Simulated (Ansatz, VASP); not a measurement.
# Te2Mo in VASP and in Ansatz

```
CELL_PARAMETERS angstrom
6.33000 0.00000 0.00000
0.00000 3.46900 0.00000
-0.94679 0.00000 13.82762
ATOMIC_POSITIONS crystal
Te 0.55680 0.75000 0.35160
Te 0.44320 0.25000 0.64840
Te 0.58880 0.25000 0.10450
Te 0.41120 0.75000 0.89550
Te 0.09700 0.75000 0.14860
Te 0.90300 0.25000 0.85140
Te 0.05630 0.25000 0.39550
Te 0.94370 0.75000 0.60450
Mo 0.31810 0.75000 0.50660
Mo 0.68190 0.25000 0.49340
Mo 0.18330 0.25000 0.00740
Mo 0.81670 0.75000 0.99260
```

Alike in both runs: task single point; functional PBE; dispersion D3(BJ); k mesh 4 × 6 × 2; occupations gaussian, width 0.1 eV; no spin polarisation.

|  | VASP | Ansatz |
| --- | --- | --- |
| version | VASP 6.6.1 | Ansatz 0.2.0 |
| potentials or method | VASP PAW PBE potentials, release 64 (Te, Mo_sv), cutoff 520 eV | scalar-relativistic, plane waves, PAW |
| valence electrons in the cell | 104 | 184 |

```csv
,VASP,Ansatz,Ansatz less VASP
gap on the k mesh at the Fermi level (eV),none,none,-
pressure (GPa),-0.8,-0.8,0.00
"traceless stress, the component that is largest in VASP (GPa)",0.16,0.14,-0.023
rms of the force components (eV/Å),0.070,0.069,-0.0005
```

Atom by atom the forces differ by 0.006 eV/Å (rms over components). A gap of «none» marks a metal or a gap that the smearing closes. VASP's potentials hold 104 valence electrons a cell and Ansatz's 184, so a difference there can come from the potentials and not from the codes.

Spin-orbit coupling is off throughout.
